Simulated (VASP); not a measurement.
# PmBi (Fm-3m) in VASP: notebook, part 2 of 2

VASP 6.6.1. The steps go on from the part before.

## 3. Single point, PBEsol, collinear spin, ferromagnetic start

Contents of INCAR:

```
ALGO     = Normal         # electronic algorithm
EDIFF    = 1E-6           # SCF threshold, eV
ENCUT    = 600            # plane-wave cutoff, eV
GGA      = PS             # functional
GGA_COMPAT= False        
ISIF     = 2              # what is computed and relaxed
ISMEAR   = 0              # smearing method
ISPIN    = 2              # spin polarisation
LASPH    = True           # aspherical terms in the spheres
LCHARG   = True           # write CHGCAR
LELF     = True           # ELF
LMAXMIX  = 6              # l up to which the mixer works
LORBIT   = 11             # projections on sites
LREAL    = False          # projectors in reciprocal space
LVHAR    = True         
LWAVE    = False          # write WAVECAR
MAGMOM   = 4 0            # initial moments
NBANDS   = 26             # bands
NELM     = 200            # most SCF steps
PREC     = Accurate       # precision mode
SIGMA    = 0.05           # smearing width, eV
```

Contents of KPOINTS:

```
k-points
0
Gamma
  8 8 8
```

Contents of POSCAR:

```
PmBi
1.0
    0.0000000000      3.2200000000      3.2200000000
    3.2200000000      0.0000000000      3.2200000000
    3.2200000000      3.2200000000      0.0000000000
Pm Bi
1 1
Direct
    0.5000000000      0.5000000000      0.5000000000
    0.0000000000      0.0000000000      0.0000000000
```

Potentials or basis: VASP PAW PBE potentials, release 64 (Pm, Bi_d).

Started as:

```bash
cat potpaw_PBE.64/Pm/POTCAR potpaw_PBE.64/Bi_d/POTCAR > POTCAR
mpirun -np 1 vasp_std > vasp.out
```

OUTCAR:

```text
EDIFF = 1E-6
   ENCUT = 600
   GGA = PS
   ISIF = 2
   ISMEAR = 0
   ISPIN = 2
   LASPH = True
   LORBIT = 11
   LREAL = False
   NELM = 200
   PREC = Accurate

 ion  position               nearest neighbor table
   1  0.500  0.500  0.500-   2 3.22   2 3.22   2 3.22   2 3.22   2 3.22   2 3.22
   2  0.000  0.000  0.000-   1 3.22   1 3.22   1 3.22   1 3.22   1 3.22   1 3.22

  LATTYP: Found a face centered cubic cell.
 ALAT       =     6.4400000000

  Lattice vectors:

 A1 = (   0.0000000000,   3.2200000000,   3.2200000000)
 A2 = (   3.2200000000,   0.0000000000,   3.2200000000)
 A3 = (   3.2200000000,   3.2200000000,   0.0000000000)

Analysis of symmetry for initial positions (statically):
=====================================================================
 Subroutine PRICEL returns:
 Original cell was already a primitive cell.

 Routine SETGRP: Setting up the symmetry group for a
 face centered cubic supercell.

 Subroutine GETGRP returns: Found 48 space group operations
 (whereof 48 operations were pure point group operations)
 out of a pool of 48 trial point group operations.

The static configuration has the point symmetry O_h .

Analysis of symmetry for dynamics (positions and initial velocities):
=====================================================================
 Subroutine PRICEL returns:
 Original cell was already a primitive cell.

 Routine SETGRP: Setting up the symmetry group for a
 face centered cubic supercell.

 Subroutine GETGRP returns: Found 48 space group operations
 (whereof 48 operations were pure point group operations)
 out of a pool of 48 trial point group operations.

The dynamic configuration has the point symmetry O_h .

Analysis of structural, dynamic, and magnetic symmetry:
=====================================================================
 Subroutine PRICEL returns:
 Original cell was already a primitive cell.

 Routine SETGRP: Setting up the symmetry group for a
 face centered cubic supercell.

 Subroutine GETGRP returns: Found 48 space group operations
 (whereof 48 operations were pure point group operations)
 out of a pool of 48 trial point group operations.

The overall configuration has the point symmetry O_h .

 Subroutine INISYM returns: Found 48 space group operations
 (whereof 48 operations are pure point group operations),
 and found     1 'primitive' translations

----------------------------------------------------------------------------------------

                                     Primitive cell

  volume of cell :      66.7725

  direct lattice vectors                    reciprocal lattice vectors
     0.000000000  3.220000000  3.220000000    -0.155279503  0.155279503  0.155279503
     3.220000000  0.000000000  3.220000000     0.155279503 -0.155279503  0.155279503
     3.220000000  3.220000000  0.000000000     0.155279503  0.155279503 -0.155279503

  length of vectors
     4.553767671  4.553767671  4.553767671     0.268951989  0.268951989  0.268951989

  position of ions in fractional coordinates (direct lattice)
     0.500000000  0.500000000  0.500000000
     0.000000000  0.000000000  0.000000000

  ion indices of the primitive-cell ions
   primitive index   ion index
[... 67 lines left out ...]
   ICHARG =      2    charge: 1-file 2-atom 10-const
   ISPIN  =      2    spin polarized calculation?
   LNONCOLLINEAR =      F non collinear calculations
   LSORBIT =      F    spin-orbit coupling
   LASPH  =      T    aspherical Exc in radial PAW
   ENCUT  =  600.0 eV  44.10 Ry    6.64 a.u.   9.10  9.10  9.10*2*pi/ulx,y,z
   NELM   =    200;   NELMIN=  2; NELMDL= -5     # of ELM steps
   EDIFF  = 0.1E-05   stopping-criterion for ELM
   LREAL  =      F    real-space projection
   EDIFFG = 0.1E-04   stopping-criterion for IOM
   NSW    =      0    number of steps for IOM
   IBRION =     -1    ionic relax: 0-MD 1-quasi-New 2-CG
   NFREE  =      0    steps in history (QN), initial steepest desc. (CG)
   ISIF   =      2    stress and relaxation
   ISYM   =      2    0-nonsym 1-usesym 2-fastsym
   POTIM  = 0.5000    time-step for ionic-motion
   TEBEG  =    0.0;   TEEND  =   0.0 temperature during run
   PSTRESS=    0.0 pullay stress
   NELECT =      30.0000    total number of electrons
   NUPDOWN=      -1.0000    fix difference up-down
   EMIN   =  10.00;   EMAX   =-10.00  energy-range for DOS
   EFERMI =   0.00;   METHOD = LEGACY
   ISMEAR =     0;   SIGMA  =   0.05  broadening in eV -4-tet -1-fermi 0-gaus
   EFERMI_NEDOS =   21; number of points for ismear=-14 and -15
   IALGO  =     38    algorithm
   IMIX   =      4    mixing-type and parameters
     AMIX     =   0.40;   BMIX     =  1.00
     AMIX_MAG =   1.60;   BMIX_MAG =  1.00
  volume/ion in A,a.u.               =      33.39       225.30
  Fermi-wavevector in a.u.,A,eV,Ry     =   1.253861  2.369454 21.390635  1.572167
  Thomas-Fermi vector in A             =   2.387694
   LORBIT       =     11    0 simple, 1 ext, 2 COOP (PROOUT), +10 PAW based schemes
   GGA     = PS    functional components
   LHFCALC =     F    Hartree Fock is set to
   AEXX    =    0.0000 exact exchange contribution
   IVDW    =     0    specifies the selected vdW correction
   LEPSILON=     F    determine dielectric tensor
   LRPA    =     F    only Hartree local field effects (RPA)
 spin polarized calculation
 Gauss-broadening in eV      SIGMA  =   0.05
  energy-cutoff  :      600.00
  volume of cell :       66.77
 maximum number of plane-waves:      2252
   NGX = 19   NGY = 19   NGZ = 19

 number of electron      30.0000004 magnetization       4.2882344

 Free energy of the ion-electron system (eV)
  ---------------------------------------------------
  ext. energy  EPLUGINS =         0.00000000
  ---------------------------------------------------
  free energy    TOTEN  =       -14.00012666 eV

  energy without entropy =      -13.97601427  energy(sigma->0) =      -13.98807047

 E-fermi :   5.6682     XC(G=0):  -9.9668

 val. band max:        5.6676221317   @ k =   0.5000   0.2500   0.1250
 cond. band min:       5.6703028706   @ k =   0.5000   0.0000   0.0000
 fundamental gap:      0.0026807389
 Fermi energy:         5.6681582202

 spin component 1

 k-point     1 :       0.0000    0.0000    0.0000
  band No.  band energies     occupation
      1     -32.7805      1.00000
      2     -15.7964      1.00000
      3     -15.7964      1.00000
      4     -15.7436      1.00000
      5     -15.7436      1.00000
      6     -15.7436      1.00000
[... 685 lines left out ...]
     25      11.3633      0.00000
     26      12.3046      0.00000

 [... further k-points ...]

 spin component 2

 k-point     1 :       0.0000    0.0000    0.0000
  band No.  band energies     occupation
      1     -30.7880      1.00000
      2     -15.8148      1.00000
      3     -15.8148      1.00000
      4     -15.7650      1.00000
      5     -15.7650      1.00000
      6     -15.7650      1.00000
[... 685 lines left out ...]
     25      11.8959      0.00000
     26      12.7229      0.00000

 [... further k-points ...]

------------------------ aborting loop because EDIFF is reached ----------------------------------------

  FORCE on cell =-STRESS in cart. coord.  units (eV):
  Direction    XX          YY          ZZ          XY          YZ          ZX
  --------------------------------------------------------------------------------------
  -------------------------------------------------------------------------------------
  Total        0.0776969      0.0776969      0.0776969      0.0000000      0.0000000     -0.0000000
  in kB        1.8643031      1.8643031      1.8643031      0.0000000      0.0000000     -0.0000000
  external PRESSURE =       1.8643031 kB  Pullay stress =       0.0000000 kB

 VOLUME and BASIS-vectors are now :
 -----------------------------------------------------------------------------
  energy-cutoff  :      600.00
  volume of cell :       66.77
      direct lattice vectors                 reciprocal lattice vectors
     0.000000000  3.220000000  3.220000000    -0.155279503  0.155279503  0.155279503
     3.220000000  0.000000000  3.220000000     0.155279503 -0.155279503  0.155279503
     3.220000000  3.220000000  0.000000000     0.155279503  0.155279503 -0.155279503

 POSITION                                       TOTAL-FORCE (eV/Angst)
 -----------------------------------------------------------------------------------
      3.22000      3.22000      3.22000        -0.000000      0.000000      0.000000
      0.00000      0.00000      0.00000         0.000000      0.000000     -0.000000
 -----------------------------------------------------------------------------------
    total drift:                                0.000000      0.000000      0.000000

  FREE ENERGIE OF THE ION-ELECTRON SYSTEM (eV)
  ---------------------------------------------------
  free  energy   TOTEN  =       -14.0001266643 eV

  energy  without entropy=      -13.9760142734  energy(sigma->0) =      -13.98807047

 total charge

# of ion       s       p       d       f       tot
--------------------------------------------------
    1        2.002   5.548   0.448   4.325  12.323
    2        1.438   1.705   9.881   0.000  13.024
--------------------------------------------------
tot          3.440   7.253  10.329   4.325  25.347

 magnetization (x)

# of ion       s       p       d       f       tot
--------------------------------------------------
    1       -0.013   0.001   0.025   4.264   4.277
    2       -0.006  -0.083   0.002   0.000  -0.087
--------------------------------------------------
tot         -0.020  -0.081   0.027   4.264   4.190
```

Wall time 4.1 min (1 thread of Intel Xeon 8259CL, shared host); peak memory 0.31 GiB.

What came out:

```yaml
Free_energy: -14.0001 eV
Pressure: 0.2 GPa
Net_moment: 4.29 μB per cell
Site_moments: Pm +4.28; Bi -0.09 μB
Valence_electrons_inside_the_program's_atomic_spheres: Pm 12.32; Bi 13.02
```

Caveat: the magnetic or orbital state may not be the lowest; the PAW data sets were made with another functional, which shifts forces and pressure a little; spin-orbit coupling is left out, which moves the levels of the heavy elements; semilocal functionals describe open f shells poorly, which spoils levels, moments and volumes. The state reached can hang on the start; a lower one may exist.
